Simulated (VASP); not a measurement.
# GePt2 (P-62m) in VASP: notebook, part 2 of 2

VASP 6.6.1. The steps go on from the part before.

### 3 Single point, PBEsol (15.67 Å³/atom)

File INCAR:

```
PREC     = Accurate       # precision mode
ENCUT    = 520            # plane-wave cutoff, eV
EDIFF    = 1E-7           # SCF threshold, eV
ISMEAR   = 0              # smearing method
SIGMA    = 0.1            # smearing width, eV
LREAL    = False          # projectors in reciprocal space
LASPH    = True           # aspherical terms in the spheres
NELM     = 80             # most SCF steps
ALGO     = Fast           # electronic algorithm
ISIF     = 2              # what is computed and relaxed
LWAVE    = False          # write WAVECAR
LCHARG   = True           # write CHGCAR
GGA      = PS             # functional
LELF     = True           # ELF
LVHAR    = True         
NBANDS   = 61             # bands
```

File KPOINTS:

```
regular mesh
0
Gamma
  6 6 10
```

File POSCAR:

```
GePt2
1.0
    6.7978100559      0.0000000000      0.0000000000
   -3.3989050280      5.8870761986      0.0000000000
    0.0000000000      0.0000000000      3.5236757237
Ge Pt
3 6
Direct
    0.6666666667      0.3333333333      0.0000000000
    0.3333333333      0.6666666667      0.0000000000
    0.0000000000      0.0000000000      0.5000000000
    0.6253244244      0.0000000000      0.5000000000
    0.3746755756      0.3746755756      0.5000000000
    0.0000000000      0.6253244244      0.5000000000
    0.0000000000      0.2865392245      0.0000000000
    0.7134607755      0.7134607755      0.0000000000
    0.2865392245      0.0000000000      0.0000000000
```

Potentials or basis: VASP PAW PBE potentials, release 64 (Ge_d, Pt).

The run is started by

```bash
> cat potpaw_PBE.64/Ge_d/POTCAR potpaw_PBE.64/Pt/POTCAR > POTCAR
> mpirun -np 1 vasp_std > vasp.out
```

OUTCAR:

```text
PREC = Accurate
   ENCUT = 520
   EDIFF = 1E-7
   ISMEAR = 0
   LREAL = False
   LASPH = True
   NELM = 80
   ISIF = 2
   GGA = PS

 ion  position               nearest neighbor table
   1  0.667  0.333  0.000-   7 2.44   9 2.44   8 2.44   4 2.77   4 2.77   6 2.77   6 2.77   5 2.77
                             5 2.77
   2  0.333  0.667  0.000-   9 2.44   7 2.44   8 2.44   6 2.77   6 2.77   4 2.77   4 2.77   5 2.77
                             5 2.77
   3  0.000  0.000  0.500-   4 2.55   5 2.55   6 2.55   9 2.63   9 2.63   8 2.63   8 2.63   7 2.63
                             7 2.63
   4  0.625  0.000  0.500-   3 2.55   1 2.77   1 2.77   2 2.77   2 2.77   9 2.90   9 2.90   7 2.90
                             7 2.90   8 2.90   8 2.90
   5  0.375  0.375  0.500-   3 2.55   1 2.77   1 2.77   2 2.77   2 2.77   8 2.90   8 2.90   7 2.90
                             7 2.90   9 2.90   9 2.90
   6  0.000  0.625  0.500-   3 2.55   2 2.77   2 2.77   1 2.77   1 2.77   7 2.90   7 2.90   8 2.90
                             8 2.90   9 2.90   9 2.90
   7  0.000  0.287  0.000-   1 2.44   2 2.44   3 2.63   3 2.63   6 2.90   6 2.90   5 2.90   5 2.90
                             4 2.90   4 2.90   9 3.37   8 3.37
   8  0.713  0.713  0.000-   2 2.44   1 2.44   3 2.63   3 2.63   5 2.90   5 2.90   6 2.90   6 2.90
                             4 2.90   4 2.90   9 3.37   7 3.37
   9  0.287  0.000  0.000-   2 2.44   1 2.44   3 2.63   3 2.63   4 2.90   4 2.90   6 2.90   6 2.90
                             5 2.90   5 2.90   8 3.37   7 3.37

  LATTYP: Found a hexagonal cell.
 ALAT       =     6.7978100559
 C/A-ratio  =     0.5183545428

  Lattice vectors:

 A1 = (   6.7978100559,   0.0000000000,   0.0000000000)
 A2 = (  -3.3989050280,   5.8870761986,   0.0000000000)
 A3 = (   0.0000000000,   0.0000000000,   3.5236757237)

Analysis of symmetry for initial positions (statically):
=====================================================================
 Subroutine PRICEL returns:
 Original cell was already a primitive cell.

 Routine SETGRP: Setting up the symmetry group for a
 hexagonal supercell.

 Subroutine GETGRP returns: Found 12 space group operations
 (whereof 12 operations were pure point group operations)
 out of a pool of 24 trial point group operations.

The static configuration has the point symmetry D_3h.

Analysis of symmetry for dynamics (positions and initial velocities):
=====================================================================
 Subroutine PRICEL returns:
 Original cell was already a primitive cell.

 Routine SETGRP: Setting up the symmetry group for a
 hexagonal supercell.

 Subroutine GETGRP returns: Found 12 space group operations
 (whereof 12 operations were pure point group operations)
 out of a pool of 24 trial point group operations.

The dynamic configuration has the point symmetry D_3h.

 Subroutine INISYM returns: Found 12 space group operations
 (whereof 12 operations are pure point group operations),
 and found     1 'primitive' translations

----------------------------------------------------------------------------------------

                                     Primitive cell

  volume of cell :     141.0148

  direct lattice vectors                    reciprocal lattice vectors
[... 82 lines left out ...]
 [... further k-points ...]
   k-points           NKPTS =     42   k-points in BZ     NKDIM =     42   number of bands    NBANDS=     61
   number of dos      NEDOS =    301   number of ions     NIONS =      9
   total plane-waves  NPLWV =  81648
   dimension x,y,z NGX =    54 NGY =   54 NGZ =   28
   dimension x,y,z NGXF=   108 NGYF=  108 NGZF=   56
   ions per type =               3   6
   NGX,Y,Z   is equivalent  to a cutoff of  13.21, 13.21, 13.21 a.u.
   NGXF,Y,Z  is equivalent  to a cutoff of  26.41, 26.41, 26.42 a.u.
 SYSTEM =  unknown system
   PREC   = accura    normal or accurate (medium, high low for compatibility)
   ISTART =      0    job   : 0-new  1-cont  2-samecut
   ICHARG =      2    charge: 1-file 2-atom 10-const
   ISPIN  =      1    spin polarized calculation?
   LNONCOLLINEAR =      F non collinear calculations
   LSORBIT =      F    spin-orbit coupling
   LASPH  =      T    aspherical Exc in radial PAW
   ENCUT  =  520.0 eV  38.22 Ry    6.18 a.u.  12.64 12.64  6.55*2*pi/ulx,y,z
   NELM   =     80;   NELMIN=  2; NELMDL= -5     # of ELM steps
   EDIFF  = 0.1E-06   stopping-criterion for ELM
   LREAL  =      F    real-space projection
   EDIFFG = 0.1E-05   stopping-criterion for IOM
   NSW    =      0    number of steps for IOM
   IBRION =     -1    ionic relax: 0-MD 1-quasi-New 2-CG
   NFREE  =      0    steps in history (QN), initial steepest desc. (CG)
   ISIF   =      2    stress and relaxation
   ISYM   =      2    0-nonsym 1-usesym 2-fastsym
   POTIM  = 0.5000    time-step for ionic-motion
   TEBEG  =    0.0;   TEEND  =   0.0 temperature during run
   PSTRESS=    0.0 pullay stress
   NELECT =     102.0000    total number of electrons
   NUPDOWN=      -1.0000    fix difference up-down
   EMIN   =  10.00;   EMAX   =-10.00  energy-range for DOS
   EFERMI =   0.00;   METHOD = LEGACY
   ISMEAR =     0;   SIGMA  =   0.10  broadening in eV -4-tet -1-fermi 0-gaus
   EFERMI_NEDOS =   21; number of points for ismear=-14 and -15
   IALGO  =     68    algorithm
   IMIX   =      4    mixing-type and parameters
     AMIX     =   0.40;   BMIX     =  1.00
     AMIX_MAG =   1.60;   BMIX_MAG =  1.00
  volume/ion in A,a.u.               =      15.67       105.73
  Fermi-wavevector in a.u.,A,eV,Ry     =   1.469558  2.777062 29.383145  2.159600
  Thomas-Fermi vector in A             =   2.584921
   LORBIT       =      0    0 simple, 1 ext, 2 COOP (PROOUT), +10 PAW based schemes
   GGA     = PS    functional components
   LHFCALC =     F    Hartree Fock is set to
   AEXX    =    0.0000 exact exchange contribution
   IVDW    =     0    specifies the selected vdW correction
   LEPSILON=     F    determine dielectric tensor
   LRPA    =     F    only Hartree local field effects (RPA)
 non-spin polarized calculation
 RMM-DIIS sequential band-by-band and
 Gauss-broadening in eV      SIGMA  =   0.10
  energy-cutoff  :      520.00
  volume of cell :      141.01
 maximum number of plane-waves:      3829
 NGX is ok and might be reduce to    54
   NGX = 25   NGY = 25   NGZ = 13

 number of electron     102.0000027 magnetization

 Free energy of the ion-electron system (eV)
  ---------------------------------------------------
  ext. energy  EPLUGINS =         0.00000000
  ---------------------------------------------------
  free energy    TOTEN  =       -59.87892247 eV

  energy without entropy =      -59.87158900  energy(sigma->0) =      -59.87525573

 E-fermi :   9.8255     XC(G=0): -13.0167

 val. band max:        9.7982202205   @ k =   0.1667   0.0000   0.2000
 cond. band min:       9.8860765722   @ k =   0.1667   0.1667   0.2000
 fundamental gap:      0.0878563517
 Fermi energy:         9.8254763279

 k-point     1 :       0.0000    0.0000    0.0000
  band No.  band energies     occupation
      1     -15.0189      2.00000
      2     -15.0098      2.00000
      3     -15.0054      2.00000
      4     -15.0051      2.00000
      5     -15.0051      2.00000
      6     -14.9830      2.00000
[... 1525 lines left out ...]
     60      15.5975      0.00000
     61      15.6725      0.00000

 [... further k-points ...]

------------------------ aborting loop because EDIFF is reached ----------------------------------------

  FORCE on cell =-STRESS in cart. coord.  units (eV):
  Direction    XX          YY          ZZ          XY          YZ          ZX
  --------------------------------------------------------------------------------------
  -------------------------------------------------------------------------------------
  Total       -4.7584955     -4.7584955     -4.9219695      0.0000000     -0.0000000      0.0000000
  in kB      -54.0649281    -54.0649281    -55.9222813      0.0000000     -0.0000000      0.0000000
  external PRESSURE =     -54.6840458 kB  Pullay stress =       0.0000000 kB

 VOLUME and BASIS-vectors are now :
 -----------------------------------------------------------------------------
  energy-cutoff  :      520.00
  volume of cell :      141.01
      direct lattice vectors                 reciprocal lattice vectors
     6.797810056  0.000000000  0.000000000     0.147106199  0.084931804  0.000000000
    -3.398905028  5.887076199  0.000000000     0.000000000  0.169863607  0.000000000
     0.000000000  0.000000000  3.523675724     0.000000000  0.000000000  0.283794560

 POSITION                                       TOTAL-FORCE (eV/Angst)
 -----------------------------------------------------------------------------------
      3.39891      1.96236      0.00000        -0.000000      0.000000      0.000000
     -0.00000      3.92472      0.00000        -0.000000     -0.000000      0.000000
      0.00000      0.00000      1.76184        -0.000000     -0.000000      0.000000
      4.25084      0.00000      1.76184         0.000804     -0.000000      0.000000
      1.27349      2.20574      1.76184        -0.000402     -0.000696      0.000000
     -2.12542      3.68133      1.76184        -0.000402      0.000696      0.000000
     -0.97392      1.68688      0.00000         0.001370     -0.002373      0.000000
      2.42499      4.20020      0.00000         0.001370      0.002373      0.000000
      1.94784      0.00000      0.00000        -0.002740      0.000000      0.000000
 -----------------------------------------------------------------------------------
    total drift:                                0.000001      0.000002      0.000000

  FREE ENERGIE OF THE ION-ELECTRON SYSTEM (eV)
  ---------------------------------------------------
  free  energy   TOTEN  =       -59.8789224665 eV

  energy  without entropy=      -59.8715890006  energy(sigma->0) =      -59.87525573
```

Run time: 23 min. Hardware: 1 thread of Oxide Virtual Turin-like, shared host; peak memory 0.41 GiB.

What came out:

- Free energy: -59.8789 eV
- Pressure: -5.5 GPa
- Band gap on the k mesh: zero (bands 51 and 52 overlap by 1.24 eV)

Forces on the atoms (eV/Å):
```
Ge   0.000  0.000  0.000
Ge   0.000  0.000  0.000
Ge   0.000  0.000  0.000
Pt   0.001  0.000  0.000
Pt   0.000 -0.001  0.000
Pt   0.000  0.001  0.000
Pt   0.001 -0.002  0.000
Pt   0.001  0.002  0.000
Pt  -0.003  0.000  0.000
```

Levels at points of the mesh, in eV from the Fermi level:
| k point | band 47 | band 48 | band 49 | band 50 | band 51 | band 52 | band 53 | band 54 | band 55 | band 56 |
| --- | --- | --- | --- | --- | --- | --- | --- | --- | --- | --- |
| (0.00, 0.00, 0.00) | -1.45 | -1.45 | -1.28 | -1.28 | -1.12 | -0.84 | 0.55 | 1.98 | 4.96 | 5.12 |
| (0.50, 0.00, 0.00) | -1.09 | -1.02 | -0.97 | -0.79 | -0.32 | 0.27 | 1.05 | 1.12 | 3.45 | 3.50 |
| (0.00, 0.00, 0.50) | -1.57 | -0.64 | -0.64 | 0.07 | 0.07 | 0.79 | 1.00 | 1.38 | 1.55 | 1.77 |
| (0.50, 0.00, 0.50) | -1.32 | -1.29 | -1.28 | -0.98 | -0.95 | 1.08 | 1.47 | 2.10 | 2.53 | 2.59 |

Caveat: the cell stands under tension; the PAW data sets were made with another functional, which shifts forces and pressure a little; spin-orbit coupling is left out, which moves the levels of the heavy elements.

### 4 Single point, PBEsol (16.12 Å³/atom)

This run uses another cell than the first one, of 16.12 Å³/atom.

File INCAR:

```
PREC     = Accurate       # precision mode
ENCUT    = 520            # plane-wave cutoff, eV
EDIFF    = 1E-6           # SCF threshold, eV
ISMEAR   = 0              # smearing method
SIGMA    = 0.1            # smearing width, eV
LREAL    = F              # projectors in reciprocal space
LASPH    = T              # aspherical terms in the spheres
NELM     = 60             # most SCF steps
ALGO     = Fast           # electronic algorithm
ISIF     = 2              # what is computed and relaxed
LWAVE    = F              # write WAVECAR
LCHARG   = T              # write CHGCAR
GGA      = PS             # functional
LELF     = T              # ELF
LVHAR    = T            
NBANDS   = 61             # bands
```

File KPOINTS:

```
Automatic mesh
0
Gamma
  6 6 10
```

File POSCAR:

```
GePt2
1.0
    6.8573476276      0.0000000000      0.0000000000
   -3.4286738138      5.9386372480      0.0000000000
    0.0000000000      0.0000000000      3.5636110200
Ge Pt
3 6
Direct
    0.6666666667      0.3333333333      0.0000000000
    0.3333333333      0.6666666667      0.0000000000
    0.0000000000      0.0000000000      0.5000000000
    0.6303120096      0.0000000000      0.5000000000
    0.3696879904      0.3696879904      0.5000000000
    0.0000000000      0.6303120096      0.5000000000
    0.0000000000      0.2909881585      0.0000000000
    0.7090118415      0.7090118415      0.0000000000
    0.2909881585      0.0000000000      0.0000000000
```

The run is started by

```bash
> cat potpaw_PBE.64/Ge_d/POTCAR potpaw_PBE.64/Pt/POTCAR > POTCAR
> mpirun -np 1 vasp_std > vasp.out
```

It took 18 min on 1 thread of Oxide Virtual Turin-like, shared host; peak memory 0.42 GiB.

The run converged. Its results:

* Free energy: -59.6822 eV
* Pressure: -9.9 GPa
* Largest force: 0.011 eV/Å
* Band gap on the k mesh: zero (bands 51 and 52 overlap by 1.13 eV)

Forces on the atoms (eV/Å):
```
Ge   0.000  0.000  0.000
Ge   0.000  0.000  0.000
Ge   0.000  0.000  0.000
Pt  -0.003  0.000  0.000
Pt   0.002  0.003  0.000
Pt   0.002 -0.003  0.000
Pt   0.006 -0.010  0.000
Pt   0.006  0.010  0.000
Pt  -0.011  0.000  0.000
```

Stress tensor (GPa, compression positive):
```
-9.84  0.00  0.00
 0.00 -9.84  0.00
 0.00  0.00 -9.92
```

Levels at points of the mesh, in eV from the Fermi level:
```tsv
k point	band 47	band 48	band 49	band 50	band 51	band 52	band 53	band 54	band 55	band 56
(0.00, 0.00, 0.00)	-1.43	-1.43	-1.27	-1.27	-0.99	-0.75	0.53	1.88	4.81	4.93
(0.50, 0.00, 0.00)	-1.01	-0.99	-0.94	-0.77	-0.26	0.24	0.99	1.05	3.38	3.39
(0.00, 0.00, 0.50)	-1.48	-0.61	-0.61	0.08	0.08	0.68	0.96	1.23	1.59	1.66
(0.50, 0.00, 0.50)	-1.33	-1.33	-1.27	-1.00	-0.93	0.98	1.40	2.03	2.46	2.57
```

Caveat: the cell stands under tension; the PAW data sets were made with another functional, which shifts forces and pressure a little; spin-orbit coupling is left out, which moves the levels of the heavy elements.

### 5 Single point, PBEsol (16.73 Å³/atom)

This run uses another cell than the first one, of 16.73 Å³/atom.

File INCAR:

```
SYSTEM = GePt2
PREC     = Accurate       ! precision mode
ENCUT    = 520            ! plane-wave cutoff, eV
EDIFF    = 1E-6           ! SCF threshold, eV
ISMEAR   = 0              ! smearing method
SIGMA    = 0.1            ! smearing width, eV
LREAL    = .False.        ! projectors in reciprocal space
LASPH    = .True.         ! aspherical terms in the spheres
NELM     = 60             ! most SCF steps
ALGO     = Fast           ! electronic algorithm
ISIF     = 2              ! what is computed and relaxed
LWAVE    = .False.        ! write WAVECAR
LCHARG   = .False.        ! write CHGCAR
GGA      = PS             ! functional
NBANDS   = 61             ! bands
```

File KPOINTS:

```
regular mesh
0
Gamma
  6 6 10
  0 0 0
```

File POSCAR:

```
GePt2
1.0
    6.9284917739      0.0000000000      0.0000000000
   -3.4642458869      6.0002498861      0.0000000000
    0.0000000000      0.0000000000      3.6225303628
Ge Pt
3 6
Direct
    0.6666666667      0.3333333333      0.0000000000
    0.3333333333      0.6666666667      0.0000000000
    0.0000000000      0.0000000000      0.5000000000
    0.6373078443      0.0000000000      0.5000000000
    0.3626921557      0.3626921557      0.5000000000
    0.0000000000      0.6373078443      0.5000000000
    0.0000000000      0.2970554966      0.0000000000
    0.7029445034      0.7029445034      0.0000000000
    0.2970554966      0.0000000000      0.0000000000
```

The run is started by

```bash
> cat potpaw_PBE.64/Ge_d/POTCAR potpaw_PBE.64/Pt/POTCAR > POTCAR
> mpirun -np 1 vasp_std > vasp.out
```

Wall time 17 min (1 thread of Oxide Virtual Turin-like, shared host); peak memory 0.42 GiB.

It converged, with:

```yaml
Free_energy: -59.2695 eV
Pressure: -14.1 GPa
Largest_force: 0.012 eV/Å
Band_gap_on_the_k_mesh: zero (bands 51 and 52 overlap by 1.03 eV)
```

Forces on the atoms (eV/Å):
```
Ge   0.000  0.000  0.000
Ge   0.000  0.000  0.000
Ge   0.000  0.000  0.000
Pt  -0.007  0.000  0.000
Pt   0.003  0.006  0.000
Pt   0.003 -0.006  0.000
Pt   0.006 -0.010  0.000
Pt   0.006  0.010  0.000
Pt  -0.012  0.000  0.000
```

Stress tensor (GPa, compression positive):
```
-14.09   0.00   0.00
  0.00 -14.09   0.00
  0.00   0.00 -14.19
```

Levels at points of the mesh, in eV from the Fermi level:
```tsv
k point	band 48	band 49	band 50	band 51	band 52	band 53	band 54	band 55
(0.00, 0.00, 0.00)	-1.41	-1.27	-1.27	-0.84	-0.64	0.48	1.79	4.61
(0.50, 0.00, 0.00)	-0.94	-0.93	-0.75	-0.18	0.21	0.91	0.98	3.23
(0.00, 0.00, 0.50)	-0.58	-0.58	0.10	0.10	0.56	0.91	1.06	1.52
(0.50, 0.00, 0.50)	-1.33	-1.26	-1.03	-0.92	0.87	1.30	1.96	2.35
```

Caveat: the cell stands under tension; the PAW data sets were made with another functional, which shifts forces and pressure a little; spin-orbit coupling is left out, which moves the levels of the heavy elements.

### 6 Overview

```tsv
task	cell	cutoff (eV)	gap on the mesh (eV)	pressure (GPa)	largest force (eV/Å)
relaxation of shape and atoms at fixed volume	relaxed from a = 6.828, b = 6.828, c = 3.493 Å, angles 90.0, 90.0, 120.0°, 9 atoms, atomic positions A	600	none	-5.5	0.01
single point	a = 6.798, b = 6.798, c = 3.524 Å, angles 90.0, 90.0, 120.0°, 9 atoms, atomic positions B	520	none	-5.5	-
single point	a = 6.857, b = 6.857, c = 3.564 Å, angles 90.0, 90.0, 120.0°, 9 atoms, atomic positions C	520	none	-9.9	0.01
single point	a = 6.928, b = 6.928, c = 3.623 Å, angles 90.0, 90.0, 120.0°, 9 atoms, atomic positions D	520	none	-14.1	0.01
```

Alike in all rows: level PBEsol; potentials or basis VASP PAW PBE potentials, release 64 (Ge_d, Pt); no spin polarisation; k mesh 6 × 6 × 10; smearing gaussian 0.1 eV.

Caveats: the PAW data sets were made with another functional, which shifts forces and pressure a little; spin-orbit coupling is left out, which moves the levels of the heavy elements; the cell stands under tension (at least some runs).

Absolute energies hang on the potentials; compare differences alone.

The gap in the log of VASP goes by the Fermi energy; the results here count the filled bands.